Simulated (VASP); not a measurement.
## Pt3Cl: single point with PBE

Pt3Cl, a slab with vacuum:

```
Pt Cl
1.0
     2.80716    0.00000    0.00000
     0.00000    2.80716    0.00000
     0.00000    0.00000   19.35139
Pt Cl
3 1
Direct
  0.50000 0.50000 0.20670
  0.00000 0.00000 0.30625
  0.50478 0.50478 0.40847
  0.83333 0.83333 0.51503
```

```json
{"Program": "VASP 6.6.1", "Task": "single point", "Functional": "PBE", "Potentials or basis": "VASP PAW PBE potentials, release 64 (Pt, Cl)", "Cutoff": "400 eV", "k mesh": "9 × 9 × 1", "Occupations": "gaussian, width 0.1 eV", "Spin": "no spin polarisation", "Dipole correction": "yes", "Further INCAR settings": "ALGO = Normal; EDIFF = 1e-06; NBANDS = 26; NELMDL = -8"}
```

```json
{"Largest force": "0.322 eV/Å", "Band gap on the k mesh": "zero (an odd number of electrons rules out a gap without spin polarisation)"}
```

Forces on the atoms (eV/Å):
```
Pt   0.017  0.017  0.025
Pt   0.227  0.227 -0.006
Pt  -0.016 -0.016 -0.005
Cl  -0.228 -0.228 -0.014
```

Levels at points of the mesh, in eV from the Fermi level:
| k point | band 17 | band 18 | band 19 | band 20 | band 21 | band 22 |
| --- | --- | --- | --- | --- | --- | --- |
| (0.00, 0.00, 0.00) | -0.29 | -0.28 | 0.03 | 0.06 | 0.17 | 1.03 |

Wall time 69 s on 1 thread of AMD EPYC 9R45 96-Core Processor (Zen 5), with other jobs on the host, peak memory 0.2 GiB.

Caveat: spin-orbit coupling is left out, which moves the levels of the heavy elements; an odd number of electrons without spin polarisation forces a metal; a magnetic or distorted state may lie lower.
